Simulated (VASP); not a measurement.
# SnO2 (P1) in VASP: single point with PBE

Aim: the single point of SnO2 with PBE.

All numbers are computed with VASP 6.6.1; they aren't measurements. Logs are shortened: lines on timing, memory, paths and dates and some standing lists are left out, and cuts for length are marked.

## 1. The cell of the first run

The typed cell holds 24 atoms: a = 9.655 Å, b = 4.828 Å, c = 6.475 Å, α = 90.00°, β = 90.00°, γ = 90.00°.

## 2. Single point, PBE

The input, INCAR:

```
ALGO     = Normal         # electronic algorithm
EDIFF    = 1E-6           # SCF threshold, eV
ENCUT    = 520            # plane-wave cutoff, eV
GGA      = PE             # functional
ISIF     = 2              # what is computed and relaxed
ISMEAR   = 0              # smearing method
LASPH    = T              # aspherical terms in the spheres
LCHARG   = F              # write CHGCAR
LREAL    = Auto         
LWAVE    = F              # write WAVECAR
NBANDS   = 122            # bands
NELM     = 100            # most SCF steps
PREC     = Accurate       # precision mode
SIGMA    = 0.05           # smearing width, eV
```

The input, KPOINTS:

```
k-points
0
Gamma
  2 3 2
```

The input, POSCAR:

```
SnO2
1.0
    9.6554546461      0.0000000000      0.0000000000
    0.0000000000      4.8277273231      0.0000000000
    0.0000000000      0.0000000000      6.4754890203
Sn O
8 16
Direct
    0.0025156765      1.0033963552      0.0037076736
    0.2481188186      0.5045361589      0.2538688576
   -0.0025522361      1.0022513030      0.5010664044
    0.2500121526      0.4966442468      0.7534499688
    0.5018566373      1.0038802268     -0.0036143988
    0.7496759361      0.5043373076      0.2485778286
    0.5015705813      1.0008102522      0.5002843785
    0.7494480856      0.4986058323      0.7482488172
    0.1492281879      0.2979250699     -0.0025639762
    0.4156930095      0.1857165784      0.2544459569
    0.1016861490      0.8193712559      0.2394299481
    0.3482370456      0.6784156977      0.0062895636
    0.1482409739      0.3015806201      0.4862798763
    0.4027370168      0.1950453986      0.7541313073
    0.0936748225      0.8028852378      0.7462942157
    0.3459507732      0.6891246703      0.4909465509
    0.6492653355      0.2964241566     -0.0070484252
    0.9062302419      0.1754243650      0.2414046252
    0.5806412236      0.7904433587      0.2490025070
    0.8535257326      0.6874657117      0.0108212677
    0.6520880923      0.2921735023      0.4897517377
    0.8971588928      0.1914963166      0.7532700596
    0.5963512037      0.8085386226      0.7468212802
    0.8545016576      0.6806670676      0.4992506342
```

Potentials or basis: VASP PAW PBE potentials, release 64 (Sn_d, O).

Run with:

```sh
> cat potpaw_PBE.64/Sn_d/POTCAR potpaw_PBE.64/O/POTCAR > POTCAR
> mpirun -np 1 vasp_std > vasp.out
```

OUTCAR:

```text
EDIFF = 1E-6
   ENCUT = 520
   GGA = PE
   ISIF = 2
   ISMEAR = 0
   LASPH = T
   LREAL = Auto
   NELM = 100
   PREC = Accurate

 ion  position               nearest neighbor table
   1  0.003  0.003  0.004-  18 1.98   9 2.01  11 2.01  20 2.10  22 2.12  15 2.12   3 3.22   3 3.26
                             4 3.74   2 3.75   2 3.76
   2  0.248  0.505  0.254-  16 2.01  13 2.04  12 2.05  11 2.08   9 2.16  10 2.23   4 3.24   4 3.24
                             1 3.75   1 3.76
   3  0.997  0.002  0.501-  13 2.05  18 2.07  15 2.08  24 2.08  22 2.11  11 2.16   1 3.22   1 3.26
                             8 3.75
   4  0.250  0.497  0.753-  14 2.07  12 2.09   9 2.09  15 2.11  16 2.15  13 2.20   2 3.24   2 3.24
                             1 3.74   5 3.75
   5  0.502  0.004  0.996-  17 2.01  14 2.06  10 2.06  19 2.08  23 2.08  12 2.16   7 3.21   7 3.26
                             8 3.74   4 3.75
   6  0.750  0.504  0.249-  20 2.04  21 2.09  24 2.09  19 2.14  17 2.17  18 2.19   8 3.24   8 3.24
[... 7 lines left out ...]
  11  0.102  0.819  0.239-   1 2.01   2 2.08   3 2.16
  12  0.348  0.678  0.006-   2 2.05   4 2.09   5 2.16
  13  0.148  0.302  0.486-   2 2.04   3 2.05   4 2.20
  14  0.403  0.195  0.754-   5 2.06   4 2.07   7 2.12
[... 8 lines left out ...]
  23  0.596  0.809  0.747-   7 2.06   5 2.08   8 2.10
  24  0.855  0.681  0.499-   3 2.08   6 2.09   8 2.10

  LATTYP: Found a simple orthorhombic cell.
 ALAT       =     4.8277273231
 B/A-ratio  =     1.3413120889
 C/A-ratio  =     2.0000000000

  Lattice vectors:

 A1 = (   0.0000000000,   4.8277273231,   0.0000000000)
 A2 = (   0.0000000000,   0.0000000000,   6.4754890203)
 A3 = (   9.6554546461,   0.0000000000,   0.0000000000)

Analysis of symmetry for initial positions (statically):
=====================================================================
 Subroutine PRICEL returns:
 Original cell was already a primitive cell.

 Routine SETGRP: Setting up the symmetry group for a
 simple orthorhombic supercell.

 Subroutine GETGRP returns: Found  1 space group operations
 (whereof  1 operations were pure point group operations)
 out of a pool of  8 trial point group operations.

The static configuration has the point symmetry C_1 .

Analysis of symmetry for dynamics (positions and initial velocities):
=====================================================================
 Subroutine PRICEL returns:
 Original cell was already a primitive cell.

 Routine SETGRP: Setting up the symmetry group for a
 simple orthorhombic supercell.

 Subroutine GETGRP returns: Found  1 space group operations
 (whereof  1 operations were pure point group operations)
 out of a pool of  8 trial point group operations.
[... 136 lines left out ...]
   POTIM  = 0.5000    time-step for ionic-motion
   TEBEG  =    0.0;   TEEND  =   0.0 temperature during run
   PSTRESS=    0.0 pullay stress
   NELECT =     208.0000    total number of electrons
   NUPDOWN=      -1.0000    fix difference up-down
   EMIN   =  10.00;   EMAX   =-10.00  energy-range for DOS
   EFERMI =   0.00;   METHOD = LEGACY
   ISMEAR =     0;   SIGMA  =   0.05  broadening in eV -4-tet -1-fermi 0-gaus
   EFERMI_NEDOS =   21; number of points for ismear=-14 and -15
   IALGO  =     38    algorithm
   IMIX   =      4    mixing-type and parameters
     AMIX     =   0.40;   BMIX     =  1.00
     AMIX_MAG =   1.60;   BMIX_MAG =  1.00
  volume/ion in A,a.u.               =      12.58        84.87
  Fermi-wavevector in a.u.,A,eV,Ry     =   1.445994  2.732533 28.448417  2.090900
  Thomas-Fermi vector in A             =   2.564113
   LORBIT       =      0    0 simple, 1 ext, 2 COOP (PROOUT), +10 PAW based schemes
   GGA     = PE    functional components
   LHFCALC =     F    Hartree Fock is set to
   AEXX    =    0.0000 exact exchange contribution
   IVDW    =     0    specifies the selected vdW correction
   LEPSILON=     F    determine dielectric tensor
   LRPA    =     F    only Hartree local field effects (RPA)
 non-spin polarized calculation
 Gauss-broadening in eV      SIGMA  =   0.05
  energy-cutoff  :      520.00
  volume of cell :      301.85
 maximum number of plane-waves:      8148
 NGX is ok and might be reduce to    72
   NGX = 35   NGY = 17   NGZ = 25

 number of electron     208.0000015 magnetization

 Free energy of the ion-electron system (eV)
  ---------------------------------------------------
  ext. energy  EPLUGINS =         0.00000000
  ---------------------------------------------------
  free energy    TOTEN  =      -148.28863984 eV

  energy without entropy =     -148.28863984  energy(sigma->0) =     -148.28863984

 E-fermi :   5.8663     XC(G=0): -10.9736

 val. band max:        5.5559746906   @ k =   0.0000   0.0000   0.0000
 cond. band min:       6.1940971376   @ k =   0.0000   0.0000   0.0000
 fundamental gap:      0.6381224470
 Fermi energy:         5.8663408135

 k-point     1 :       0.0000    0.0000    0.0000
  band No.  band energies     occupation
      1     -15.5526      2.00000
      2     -15.5051      2.00000
      3     -15.4516      2.00000
      4     -15.3157      2.00000
      5     -15.2702      2.00000
      6     -15.2159      2.00000
[... 941 lines left out ...]
    115      13.6260      0.00000
    116      13.7488      0.00000
 [bands above 116 left out]

------------------------ aborting loop because EDIFF is reached ----------------------------------------

  FORCE on cell =-STRESS in cart. coord.  units (eV):
  Direction    XX          YY          ZZ          XY          YZ          ZX
  --------------------------------------------------------------------------------------
  -------------------------------------------------------------------------------------
  Total        2.8874169      3.4310369      3.9486200      1.1101518     -1.2740671     -0.0902483
  in kB       15.3261138     18.2115934     20.9588711      5.8925723     -6.7626178     -0.4790286
  external PRESSURE =      18.1655261 kB  Pullay stress =       0.0000000 kB

 VOLUME and BASIS-vectors are now :
 -----------------------------------------------------------------------------
  energy-cutoff  :      520.00
  volume of cell :      301.85
      direct lattice vectors                 reciprocal lattice vectors
     9.655454646  0.000000000  0.000000000     0.103568401  0.000000000  0.000000000
     0.000000000  4.827727323  0.000000000     0.000000000  0.207136802  0.000000000
     0.000000000  0.000000000  6.475489020     0.000000000  0.000000000  0.154428491

 POSITION                                       TOTAL-FORCE (eV/Angst)
 -----------------------------------------------------------------------------------
      0.02429      0.01640      0.02401        -0.244868     -0.750890     -1.524329
      2.39570      2.43576      1.64392         0.237183     -0.771114     -1.028673
      9.63081      0.01087      3.24465         0.266842     -0.189574     -0.382674
      2.41398      2.39766      4.87896        -0.373526      0.228289     -0.611140
      4.84565      0.01873      6.45208        -0.941179     -0.877352      0.843382
      7.23846      2.43480      1.60966        -0.423094     -0.546173     -0.174796
[... 16 lines left out ...]
      5.75804      3.90340      4.83603         0.365160     -0.491795      0.077301
      8.25060      3.28608      3.23289        -0.632288     -0.190041      0.003621
 -----------------------------------------------------------------------------------
    total drift:                               -0.032438     -0.011074     -0.003145

  FREE ENERGIE OF THE ION-ELECTRON SYSTEM (eV)
  ---------------------------------------------------
  free  energy   TOTEN  =      -148.2886398431 eV

  energy  without entropy=     -148.2886398431  energy(sigma->0) =     -148.28863984
```

OSZICAR:

```text
N       E                     dE             d eps       ncg     rms          rms(c)
DAV:   1     0.391019378764E+04    0.39102E+04   -0.88217E+04  2216   0.267E+03
DAV:   2     0.851615332110E+03   -0.30586E+04   -0.29131E+04  1968   0.871E+02
DAV:   3    -0.656132226993E+02   -0.91723E+03   -0.87798E+03  2158   0.328E+02
DAV:   4    -0.168413390428E+03   -0.10280E+03   -0.10057E+03  2276   0.122E+02
DAV:   5    -0.172950230612E+03   -0.45368E+01   -0.44958E+01  2264   0.255E+01    0.309E+01
DAV:   6    -0.147680105646E+03    0.25270E+02   -0.95265E+01  3022   0.737E+01    0.109E+01
DAV:   7    -0.148409758571E+03   -0.72965E+00   -0.11092E+01  2160   0.102E+01    0.676E+00
DAV:   8    -0.148375244163E+03    0.34514E-01   -0.16968E+00  2640   0.705E+00    0.190E+00
DAV:   9    -0.148282368296E+03    0.92876E-01   -0.51517E-01  2776   0.496E+00    0.293E-01
DAV:  10    -0.148287812536E+03   -0.54442E-02   -0.42201E-02  2280   0.894E-01    0.226E-01
DAV:  11    -0.148288541036E+03   -0.72850E-03   -0.25085E-03  2760   0.291E-01    0.967E-02
DAV:  12    -0.148288619296E+03   -0.78260E-04   -0.73572E-04  2736   0.152E-01    0.203E-02
DAV:  13    -0.148288640597E+03   -0.21301E-04   -0.11453E-04  2320   0.521E-02    0.870E-03
DAV:  14    -0.148288640751E+03   -0.15469E-06   -0.10037E-05  2288   0.176E-02    0.594E-03
DAV:  15    -0.148288639843E+03    0.90840E-06   -0.25043E-06  1552   0.123E-02
   1 F= -.14828864E+03 E0= -.14828864E+03  d E =-.439113E-19
```

It took 10 min on 1 thread of Oxide Virtual Turin-like, shared host; peak memory 0.42 GiB.

What came out:

| Property | Result |
| --- | --- |
| Free energy | -148.2886 eV |
| Pressure | 1.8 GPa |
| Largest force | 2.409 eV/Å |
| Band gap on the k mesh | 0.64 eV |

Forces on the atoms (eV/Å):
```
Sn  -0.245 -0.751 -1.524
Sn   0.237 -0.771 -1.029
Sn   0.267 -0.190 -0.383
Sn  -0.374  0.228 -0.611
Sn  -0.941 -0.877  0.843
Sn  -0.423 -0.546 -0.175
Sn  -0.788 -0.579 -0.075
Sn  -0.028 -0.047  0.217
O    0.989  0.985 -0.014
O   -1.768  1.371 -0.604
O    0.315 -0.716  1.168
O    0.187  0.456 -0.831
O    0.449  0.393  1.182
O   -0.036 -0.247 -0.573
O    0.181 -0.014  0.149
O    0.071  0.140  1.506
O    1.192  1.131  0.227
O   -1.569  1.372  1.209
O    1.734 -0.921 -0.151
O   -0.729 -0.374 -0.976
O    1.146  1.040  0.639
O    0.398 -0.403 -0.274
O    0.365 -0.492  0.077
O   -0.632 -0.190  0.004
```

Caveat: the k points lie up to 0.49 Å⁻¹ apart; the atoms stand as in a frame of molecular dynamics; semilocal functionals underestimate gaps, and a narrow one can read as zero; spin-orbit coupling is left out, which moves the levels of the heavy elements; forces of over 1 eV/Å act on the atoms, so gaps and moduli don't describe the material at rest.
